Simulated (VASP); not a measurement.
# SrTe: single point with PBE+D3(BJ)

Crystal: SrTe.

```
Sr Te
1.0
     0.00000    3.35347    3.35347
     3.35347    0.00000    3.35347
     3.35347    3.35347    0.00000
Sr Te
1 1
Cartesian
  3.3535 3.3535 3.3535
  0.0000 0.0000 0.0000
```

```json
{
  "Program": "VASP 6.6.1",
  "Task": "single point",
  "Functional": "PBE",
  "Dispersion": "D3(BJ)",
  "Potentials or basis": "VASP PAW PBE potentials, release 64 (Sr_sv, Te)",
  "Cutoff": "500 eV",
  "k mesh": "6 × 6 × 6",
  "Occupations": "gaussian, width 0.05 eV",
  "Spin": "no spin polarisation"
}
```

| Item | Value |
| --- | --- |
| Pressure | -1.2 GPa |
| Band gap on the k mesh | 1.75 eV (least direct gap 2.47 eV) |
| Dispersion energy per atom | -0.331 eV |

Levels at points of the mesh, in eV from the valence-band top:
```tsv
k point	band 4	band 5	band 6	band 7	band 8	band 9	band 10	band 11	band 12	band 13
(0.00, 0.00, 0.00)	-16.72	-9.92	0.00	0.00	0.00	2.76	3.29	3.29	3.29	3.91
(0.50, 0.00, 0.00)	-16.73	-9.31	-2.77	-1.07	-1.07	3.85	5.12	5.30	5.30	6.63
(0.50, 0.50, 0.00)	-16.75	-9.48	-1.94	-0.73	-0.73	1.75	3.83	4.79	6.01	6.09
```

Wall time 31 s on 1 thread of Intel Xeon 8259CL, with other jobs on the host, peak memory 0.22 GiB.

Caveat: spin-orbit coupling is left out, which moves the levels of the heavy elements. A k mesh can miss the band edges.
